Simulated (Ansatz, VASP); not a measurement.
**KTaO3: VASP beside Ansatz**

```
K Ta O
1.0
     4.11899    0.00000    0.00000
     0.00000    4.11899    0.00000
     0.00000    0.00000    4.11899
K Ta O
1 1 3
Direct
  0.50000 0.50000 0.50000
  0.00000 0.00000 0.00000
  0.50000 0.00000 0.00000
  0.00000 0.50000 0.00000
  0.00000 0.00000 0.50000
```

Alike in both runs: task single point; functional r2SCAN; k mesh 6 × 6 × 6; occupations gaussian, width 0.02 eV; no spin polarisation.

```csv
,VASP,Ansatz
version,VASP 6.6.1,Ansatz 0.2.0
potentials or method,"VASP PAW PBE potentials, release 64 (K_sv, Ta_pv, O), cutoff 520 eV","scalar-relativistic, plane waves, PAW"
valence electrons in the cell,38,40
```

VASP gave:

```
gap on the k mesh at the Fermi level (eV) : 2.34
least direct gap on the mesh (eV)         : 3.01
pressure (GPa)                            : -15.6
```

Task: What did Ansatz give for the same quantities?

Result: gap on the k mesh at the Fermi level (eV): 2.37; least direct gap on the mesh (eV): 3.02; pressure (GPa): -16.1.

VASP's potentials were made for PBE, not for r2SCAN. The functional is the same, so the differences come from potentials, cutoffs and numerics. VASP's potentials hold 38 valence electrons a cell and Ansatz's 40, so a difference there can come from the potentials and not from the codes.

Spin-orbit coupling is off throughout.
